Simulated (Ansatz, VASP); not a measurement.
Sc: VASP beside Ansatz

Contents of INCAR:

```
SYSTEM = Sc
  PREC = Accurate
  ENCUT = 520
  EDIFF = 1E-6
  ISMEAR = -4
  SIGMA = 0.05
  LREAL = .FALSE.
  LASPH = .TRUE.
  NELM = 80
  ALGO = Normal
  ISIF = 2
  LWAVE = .FALSE.
  LCHARG = .FALSE.
  GGA = B5
  ALDAX = 1.0
  AGGAX = 1.0
  AGGAC = 1.0
  ALDAC = 0.0
  NBANDS = 12
```

The input KPOINTS:

```
Automatic mesh
0
G
  10 10 10
  0 0 0
```

The input POSCAR:

```
Sc
1.0
    0.0000000000      2.0979981528      2.0979981528
    2.0979981528      0.0000000000      2.0979981528
    2.0979981528      2.0979981528      0.0000000000
Sc
1
Direct
    0.0000000000      0.0000000000      0.0000000000
```

Contents of input.yaml:

```yaml
crystal:
  lattice:
    - [0.0, 2.0979981528, 2.0979981528]
    - [2.0979981528, 0.0, 2.0979981528]
    - [2.0979981528, 2.0979981528, 0.0]
  atoms:
    - { symbol: Sc, position: [0.0, 0.0, 0.0] }
hamiltonian:
  xc: blyp
  pseudopotentials: { kind: nc, source: spms }
kpoints:
  mp_grid: { grid: [10, 10, 10] }
scf:
  occupations: { method: tetrahedron_uncorrected }
output:
  forces: true
  stress: true
  eigenvalues: true
  write_density: true
  write_potential: true
  elf: true
  volumetric_format: npy
```

Alike in both runs: task single point; functional BLYP; k mesh 10 × 10 × 10; no spin polarisation.

|  | VASP | Ansatz |
| --- | --- | --- |
| version | VASP 6.6.1 | Ansatz 0.2.0 |
| potentials or method | VASP PAW PBE potentials, release 64 (Sc_sv) | SPMS NC |
| plane-wave cutoff (eV) | 520 | 544 |
| occupations | tetrahedron | tetrahedron-uncorrected |
| valence electrons in the cell | 11 | 11 |

VASP gave:

```
gap on the k mesh at the Fermi level (eV) : none
pressure (GPa)                            : 24.8
```

Estimate Ansatz's values.

gap on the k mesh at the Fermi level (eV): none; pressure (GPa): 24.4.

VASP's potentials were made for PBE, not for BLYP. A gap of «none» marks a metal or a gap that the smearing closes.

Noted on Ansatz's run: the potentials were made for another functional, which shifts forces and pressure.
